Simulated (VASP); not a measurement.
# CdS (F-43m) in VASP: further runs, part 3 of 3

VASP 6.6.1. Earlier steps stand in the parts before.

**5. Electric field gradients, PBEsol (volume scaled by 1.01)**

File INCAR:

```
ALGO = Normal
EDIFF = 1E-8
ENCUT = 520
GGA = PS
ISIF = 2
ISMEAR = -1
LASPH = True
LCHARG = False
LEFG = True
LREAL = False
LWAVE = False
NBANDS = 16
NELM = 80
PREC = Accurate
SIGMA = 0.02
```

File KPOINTS:

```
k-points
0
Gamma
  7 7 7
```

File POSCAR:

```
CdS
1.0
    0.0000000000      2.9527307908      2.9527307908
    2.9527307908      0.0000000000      2.9527307908
    2.9527307908      2.9527307908      0.0000000000
Cd S
1 1
Direct
    0.0000000000      0.0000000000      0.0000000000
    0.7500000000      0.7500000000      0.7500000000
```

Potentials or basis: VASP PAW PBE potentials, release 64 (Cd, S).

Launch:

```console
cat potpaw_PBE.64/Cd/POTCAR potpaw_PBE.64/S/POTCAR > POTCAR
mpirun -np 1 vasp_std > vasp.out
```

OUTCAR:

```text
EDIFF = 1E-8
   ENCUT = 520
   GGA = PS
   ISIF = 2
   ISMEAR = -1
   LASPH = True
   LREAL = False
   NELM = 80
   PREC = Accurate

 ion  position               nearest neighbor table
   1  0.000  0.000  0.000-   2 2.56   2 2.56   2 2.56   2 2.56
   2  0.750  0.750  0.750-   1 2.56   1 2.56   1 2.56   1 2.56

  LATTYP: Found a face centered cubic cell.
 ALAT       =     5.9054615816

  Lattice vectors:

 A1 = (   0.0000000000,   2.9527307908,   2.9527307908)
 A2 = (   2.9527307908,   0.0000000000,   2.9527307908)
 A3 = (   2.9527307908,   2.9527307908,   0.0000000000)

Analysis of symmetry for initial positions (statically):
=====================================================================
 Subroutine PRICEL returns:
 Original cell was already a primitive cell.

 Routine SETGRP: Setting up the symmetry group for a
 face centered cubic supercell.

 Subroutine GETGRP returns: Found 24 space group operations
 (whereof 24 operations were pure point group operations)
 out of a pool of 48 trial point group operations.

The static configuration has the point symmetry T_d .

Analysis of symmetry for dynamics (positions and initial velocities):
=====================================================================
 Subroutine PRICEL returns:
 Original cell was already a primitive cell.

 Routine SETGRP: Setting up the symmetry group for a
 face centered cubic supercell.

 Subroutine GETGRP returns: Found 24 space group operations
 (whereof 24 operations were pure point group operations)
 out of a pool of 48 trial point group operations.

The dynamic configuration has the point symmetry T_d .

 Subroutine INISYM returns: Found 24 space group operations
 (whereof 24 operations are pure point group operations),
 and found     1 'primitive' translations

----------------------------------------------------------------------------------------

                                     Primitive cell

  volume of cell :      51.4875

  direct lattice vectors                    reciprocal lattice vectors
     0.000000000  2.952730791  2.952730791    -0.169334774  0.169334774  0.169334774
     2.952730791  0.000000000  2.952730791     0.169334774 -0.169334774  0.169334774
     2.952730791  2.952730791  0.000000000     0.169334774  0.169334774 -0.169334774

  length of vectors
     4.175791930  4.175791930  4.175791930     0.293296431  0.293296431  0.293296431

  position of ions in fractional coordinates (direct lattice)
     0.000000000  0.000000000  0.000000000
     0.750000000  0.750000000  0.750000000

  ion indices of the primitive-cell ions
   primitive index   ion index
                 1           1
                 2           2

----------------------------------------------------------------------------------------

 KPOINTS: k-points

Automatic generation of k-mesh.
 Grid dimensions read from file:
 generate k-points for:    7    7    7

[... 63 lines left out ...]
   NFREE  =      0    steps in history (QN), initial steepest desc. (CG)
   ISIF   =      2    stress and relaxation
   ISYM   =      2    0-nonsym 1-usesym 2-fastsym
   POTIM  = 0.5000    time-step for ionic-motion
   TEBEG  =    0.0;   TEEND  =   0.0 temperature during run
   PSTRESS=    0.0 pullay stress
   NELECT =      18.0000    total number of electrons
   NUPDOWN=      -1.0000    fix difference up-down
   EMIN   =  10.00;   EMAX   =-10.00  energy-range for DOS
   EFERMI =   0.00;   METHOD = LEGACY
   ISMEAR =    -1;   SIGMA  =   0.02  broadening in eV -4-tet -1-fermi 0-gaus
   EFERMI_NEDOS =   21; number of points for ismear=-14 and -15
   IALGO  =     38    algorithm
   IMIX   =      4    mixing-type and parameters
     AMIX     =   0.40;   BMIX     =  1.00
     AMIX_MAG =   1.60;   BMIX_MAG =  1.00
  volume/ion in A,a.u.               =      25.74       173.73
  Fermi-wavevector in a.u.,A,eV,Ry     =   1.153272  2.179368 18.096248  1.330037
  Thomas-Fermi vector in A             =   2.289917
   LORBIT       =      0    0 simple, 1 ext, 2 COOP (PROOUT), +10 PAW based schemes
   GGA     = PS    functional components
   LHFCALC =     F    Hartree Fock is set to
   AEXX    =    0.0000 exact exchange contribution
   IVDW    =     0    specifies the selected vdW correction
   LEPSILON=     F    determine dielectric tensor
   LRPA    =     F    only Hartree local field effects (RPA)
 non-spin polarized calculation
  energy-cutoff  :      520.00
  volume of cell :       51.49
 maximum number of plane-waves:      1411
   NGX = 15   NGY = 15   NGZ = 15

 number of electron      18.0000003 magnetization

 Free energy of the ion-electron system (eV)
  ---------------------------------------------------
  ext. energy  EPLUGINS =         0.00000000
  ---------------------------------------------------
  free energy    TOTEN  =        -6.80190696 eV

  energy without entropy =       -6.80190696  energy(sigma->0) =       -6.80190696

 E-fermi :   1.3639     XC(G=0):  -9.2048

 val. band max:        0.9017379458   @ k =   0.0000   0.0000   0.0000
 cond. band min:       1.8319034997   @ k =   0.0000   0.0000   0.0000
 fundamental gap:      0.9301655538
 Fermi energy:         1.3639074339

 k-point     1 :       0.0000    0.0000    0.0000
  band No.  band energies     occupation
      1     -11.2599      2.00000
      2      -6.6971      2.00000
      3      -6.6971      2.00000
      4      -6.6971      2.00000
      5      -6.2582      2.00000
      6      -6.2582      2.00000
[... 357 lines left out ...]
      3      -6.4592      2.00000
      4      -6.3047      2.00000
      5      -6.2413      2.00000
      6      -5.7044      2.00000
[... 8 lines left out ...]
     15      13.0271      0.00000
     16      14.6766      0.00000

------------------------ aborting loop because EDIFF is reached ----------------------------------------

  FORCE on cell =-STRESS in cart. coord.  units (eV):
  Direction    XX          YY          ZZ          XY          YZ          ZX
  --------------------------------------------------------------------------------------
  -------------------------------------------------------------------------------------
  Total       -0.6362575     -0.6362575     -0.6362575      0.0000000      0.0000000      0.0000000
  in kB      -19.7989393    -19.7989393    -19.7989393      0.0000000      0.0000000      0.0000000
  external PRESSURE =     -19.7989393 kB  Pullay stress =       0.0000000 kB

 VOLUME and BASIS-vectors are now :
 -----------------------------------------------------------------------------
  energy-cutoff  :      520.00
  volume of cell :       51.49
      direct lattice vectors                 reciprocal lattice vectors
     0.000000000  2.952730791  2.952730791    -0.169334774  0.169334774  0.169334774
     2.952730791  0.000000000  2.952730791     0.169334774 -0.169334774  0.169334774
     2.952730791  2.952730791  0.000000000     0.169334774  0.169334774 -0.169334774

 POSITION                                       TOTAL-FORCE (eV/Angst)
 -----------------------------------------------------------------------------------
      0.00000      0.00000      0.00000        -0.000000     -0.000000     -0.000000
      4.42910      4.42910      4.42910         0.000000      0.000000      0.000000
 -----------------------------------------------------------------------------------
    total drift:                                0.000000      0.000000      0.000000

  FREE ENERGIE OF THE ION-ELECTRON SYSTEM (eV)
  ---------------------------------------------------
  free  energy   TOTEN  =        -6.8019069556 eV

  energy  without entropy=       -6.8019069556  energy(sigma->0) =       -6.80190696

 Electric field gradients (V/A^2)
---------------------------------------------------------------------
 ion       V_xx      V_yy      V_zz      V_xy      V_xz      V_yz
---------------------------------------------------------------------
   1      -0.000     0.000    -0.000     0.001     0.001     0.001
   2      -0.000    -0.000    -0.000    -0.000    -0.000    -0.000
---------------------------------------------------------------------

 Electric field gradients after diagonalization (V/A^2)
 (convention: |V_zz| > |V_xx| > |V_yy|)
----------------------------------------------------------------------
 ion       V_xx      V_yy      V_zz     asymmetry (V_yy - V_xx)/ V_zz
----------------------------------------------------------------------
   1      -0.001    -0.001     0.003       0.000
   2       0.000     0.000    -0.001       0.000
----------------------------------------------------------------------

           NMR quadrupolar parameters

 Cq : quadrupolar parameter    Cq=e*Q*V_zz/h
 eta: asymmetry parameters     (V_yy - V_xx)/ V_zz
 Q  : nuclear electric quadrupole moment in mb (millibarn)
----------------------------------------------------------------------
 ion       Cq(MHz)       eta       Q (mb)
----------------------------------------------------------------------
   1       0.000       0.000       1.000
   2      -0.000       0.000       1.000
----------------------------------------------------------------------
```

OSZICAR:

```text
N       E                     dE             d eps       ncg     rms          rms(c)
DAV:   1     0.107617455666E+03    0.10762E+03   -0.90928E+03   656   0.102E+03
DAV:   2    -0.278510504228E+01   -0.11040E+03   -0.10401E+03   768   0.253E+02
DAV:   3    -0.727715136017E+01   -0.44920E+01   -0.44843E+01   800   0.523E+01
DAV:   4    -0.730493275662E+01   -0.27781E-01   -0.27779E-01   784   0.407E+00
DAV:   5    -0.730531050584E+01   -0.37775E-03   -0.37775E-03   808   0.446E-01    0.716E+00
DAV:   6    -0.682340915604E+01    0.48190E+00   -0.80373E-01   976   0.118E+01    0.586E+00
DAV:   7    -0.680458772563E+01    0.18821E-01   -0.15652E-01   816   0.279E+00    0.286E+00
DAV:   8    -0.680204170156E+01    0.25460E-02   -0.15520E-02   768   0.153E+00    0.226E-01
DAV:   9    -0.680181243837E+01    0.22926E-03   -0.18740E-03   792   0.630E-01    0.579E-02
DAV:  10    -0.680186343782E+01   -0.50999E-04   -0.19604E-04   816   0.155E-01    0.618E-02
DAV:  11    -0.680191274528E+01   -0.49307E-04   -0.84874E-05   800   0.803E-02    0.251E-02
DAV:  12    -0.680190647854E+01    0.62667E-05   -0.18306E-05   896   0.522E-02    0.780E-03
DAV:  13    -0.680190688743E+01   -0.40889E-06   -0.17594E-06   752   0.820E-03    0.332E-03
DAV:  14    -0.680190695265E+01   -0.65215E-07   -0.19994E-07   792   0.296E-03    0.226E-03
DAV:  15    -0.680190695562E+01   -0.29740E-08   -0.79206E-09   656   0.619E-04
   1 F= -.68019070E+01 E0= -.68019070E+01  d E =-.975707E-12
```

stdout:

```text
POSCAR found type information on POSCAR CdS
 POSCAR found :  2 types and       2 ions
 scaLAPACK will be used
 -----------------------------------------------------------------------------
|                                                                             |
|                                                                             |
|     You enforced a specific xc type in the INCAR file but a different       |
|     I HOPE YOU KNOW WHAT YOU ARE DOING!                                     |
|                                                                             |
 -----------------------------------------------------------------------------

 LDA part: xc-table for (Slater+PW92), standard interpolation
 POSCAR, INCAR and KPOINTS ok, starting setup
 FFT: planning ... GRIDC
 FFT: planning ... GRID_SOFT
 FFT: planning ... GRID
 WAVECAR not read
 entering main loop
ion   1

ion   2
```

It took 15 s on 1 thread of Intel Xeon Platinum 8488C (Sapphire Rapids), shared host; peak memory 0.18 GiB.

What came out:

```yaml
Free_energy: -6.8019 eV
Pressure: -2.0 GPa
Band_gap_on_the_k_mesh: 0.93 eV, direct
```

Levels at points of the mesh, in eV from the valence-band top:
| k point | band 6 | band 7 | band 8 | band 9 | band 10 | band 11 | band 12 | band 13 |
| --- | --- | --- | --- | --- | --- | --- | --- | --- |
| (0.00, 0.00, 0.00) | -7.16 | 0.00 | 0.00 | 0.00 | 0.93 | 6.45 | 6.45 | 6.45 |

Caveat: without QUAD_EFG the Cq values of the log hold for a quadrupole moment of 1 mb, not for the nuclei; the PAW data sets were made with another functional, which shifts forces and pressure a little.

**6. Electric field gradients, PBEsol (volume scaled by 1.01)**

File INCAR:

```
SYSTEM = CdS
  PREC = Accurate
  ENCUT = 520
  EDIFF = 1E-8
  ISMEAR = -1
  SIGMA = 0.02
  LREAL = .FALSE.
  LASPH = .TRUE.
  NELM = 60
  ALGO = Normal
  ISIF = 2
  LWAVE = .FALSE.
  LCHARG = .FALSE.
  GGA = PS
  LEFG = .TRUE.
  NBANDS = 16
```

File KPOINTS:

```
Automatic mesh
0
G
  7 7 7
  0 0 0
```

POSCAR is that of step 5.

Potentials or basis: VASP PAW PBE potentials, release 64 (Cd, S).

Launch:

```console
cat potpaw_PBE.64/Cd/POTCAR potpaw_PBE.64/S/POTCAR > POTCAR
mpirun -np 1 vasp_std > vasp.out
```

OUTCAR:

```text
SYSTEM = CdS
   PREC = Accurate
   ENCUT = 520
   EDIFF = 1E-8
   ISMEAR = -1
   LREAL = .FALSE.
   LASPH = .TRUE.
   NELM = 60
   ISIF = 2
   GGA = PS

 ion  position               nearest neighbor table
   1  0.000  0.000  0.000-   2 2.56   2 2.56   2 2.56   2 2.56
   2  0.750  0.750  0.750-   1 2.56   1 2.56   1 2.56   1 2.56

  LATTYP: Found a face centered cubic cell.
 ALAT       =     5.9054615816

  Lattice vectors:

 A1 = (   0.0000000000,   2.9527307908,   2.9527307908)
 A2 = (   2.9527307908,   0.0000000000,   2.9527307908)
[... 584 lines left out ...]
  ---------------------------------------------------
  free  energy   TOTEN  =        -6.8019069556 eV

  energy  without entropy=       -6.8019069556  energy(sigma->0) =       -6.80190696

 Electric field gradients (V/A^2)
---------------------------------------------------------------------
 ion       V_xx      V_yy      V_zz      V_xy      V_xz      V_yz
---------------------------------------------------------------------
   1      -0.000     0.000    -0.000     0.001     0.001     0.001
   2      -0.000    -0.000    -0.000    -0.000    -0.000    -0.000
---------------------------------------------------------------------

 Electric field gradients after diagonalization (V/A^2)
 (convention: |V_zz| > |V_xx| > |V_yy|)
----------------------------------------------------------------------
 ion       V_xx      V_yy      V_zz     asymmetry (V_yy - V_xx)/ V_zz
----------------------------------------------------------------------
   1      -0.001    -0.001     0.003       0.000
   2       0.000     0.000    -0.001       0.000
----------------------------------------------------------------------

           NMR quadrupolar parameters

 Cq : quadrupolar parameter    Cq=e*Q*V_zz/h
 eta: asymmetry parameters     (V_yy - V_xx)/ V_zz
 Q  : nuclear electric quadrupole moment in mb (millibarn)
----------------------------------------------------------------------
 ion       Cq(MHz)       eta       Q (mb)
----------------------------------------------------------------------
   1       0.000       0.000       1.000
   2      -0.000       0.000       1.000
----------------------------------------------------------------------
```

OSZICAR:

```text
N       E                     dE             d eps       ncg     rms          rms(c)
DAV:   1     0.107617455666E+03    0.10762E+03   -0.90928E+03   656   0.102E+03
DAV:   2    -0.278510504228E+01   -0.11040E+03   -0.10401E+03   768   0.253E+02
DAV:   3    -0.727715136017E+01   -0.44920E+01   -0.44843E+01   800   0.523E+01
DAV:   4    -0.730493275662E+01   -0.27781E-01   -0.27779E-01   784   0.407E+00
DAV:   5    -0.730531050584E+01   -0.37775E-03   -0.37775E-03   808   0.446E-01    0.716E+00
DAV:   6    -0.682340915604E+01    0.48190E+00   -0.80373E-01   976   0.118E+01    0.586E+00
DAV:   7    -0.680458772563E+01    0.18821E-01   -0.15652E-01   816   0.279E+00    0.286E+00
DAV:   8    -0.680204170156E+01    0.25460E-02   -0.15520E-02   768   0.153E+00    0.226E-01
DAV:   9    -0.680181243837E+01    0.22926E-03   -0.18740E-03   792   0.630E-01    0.579E-02
DAV:  10    -0.680186343782E+01   -0.50999E-04   -0.19604E-04   816   0.155E-01    0.618E-02
DAV:  11    -0.680191274528E+01   -0.49307E-04   -0.84874E-05   800   0.803E-02    0.251E-02
DAV:  12    -0.680190647854E+01    0.62667E-05   -0.18306E-05   896   0.522E-02    0.780E-03
DAV:  13    -0.680190688743E+01   -0.40889E-06   -0.17594E-06   752   0.820E-03    0.332E-03
DAV:  14    -0.680190695265E+01   -0.65215E-07   -0.19994E-07   792   0.296E-03    0.226E-03
DAV:  15    -0.680190695562E+01   -0.29740E-08   -0.79206E-09   656   0.619E-04
   1 F= -.68019070E+01 E0= -.68019070E+01  d E =-.975707E-12
```

stdout:

```text
POSCAR found type information on POSCAR CdS
 POSCAR found :  2 types and       2 ions
 scaLAPACK will be used
 -----------------------------------------------------------------------------
|                                                                             |
|                                                                             |
|     You enforced a specific xc type in the INCAR file but a different       |
|     I HOPE YOU KNOW WHAT YOU ARE DOING!                                     |
|                                                                             |
 -----------------------------------------------------------------------------

 LDA part: xc-table for (Slater+PW92), standard interpolation
 POSCAR, INCAR and KPOINTS ok, starting setup
 FFT: planning ... GRIDC
 FFT: planning ... GRID_SOFT
 FFT: planning ... GRID
 WAVECAR not read
 entering main loop
ion   1

ion   2
```

Run time: 15 s. Hardware: 1 thread of Intel Xeon Platinum 8488C (Sapphire Rapids), shared host; peak memory 0.18 GiB.

What came out:

| Property | Result |
| --- | --- |
| Free energy | -6.8019 eV |
| Pressure | -2.0 GPa |
| Band gap on the k mesh | 0.93 eV, direct |

Levels at points of the mesh, in eV from the valence-band top:
| k point | band 5 | band 6 | band 7 | band 8 | band 9 | band 10 | band 11 | band 12 | band 13 | band 14 |
| --- | --- | --- | --- | --- | --- | --- | --- | --- | --- | --- |
| (0.00, 0.00, 0.00) | -7.16 | -7.16 | 0.00 | 0.00 | 0.00 | 0.93 | 6.45 | 6.45 | 6.45 | 11.01 |

Caveat: without QUAD_EFG the Cq values of the log hold for a quadrupole moment of 1 mb, not for the nuclei; the PAW data sets were made with another functional, which shifts forces and pressure a little.

**7. Summary**

```csv
cell,gap on the mesh (eV),pressure (GPa)
"a = 4.134 Å, angles 60.0°, 2 atoms",0.99,-0.3
"a = 4.106 Å, angles 60.0°, 2 atoms",1.04,1.0
"a = 4.176 Å, angles 60.0°, 2 atoms",0.93,-2.0
```

Alike in all rows: task electric field gradients; level PBEsol; potentials or basis VASP PAW PBE potentials, release 64 (Cd, S); no spin polarisation; k mesh 7 × 7 × 7; cutoff (eV) 520; smearing fermi-dirac 0.02 eV.

Caveats: the PAW data sets were made with another functional, which shifts forces and pressure a little.

Absolute energies hang on the potentials; compare differences alone.
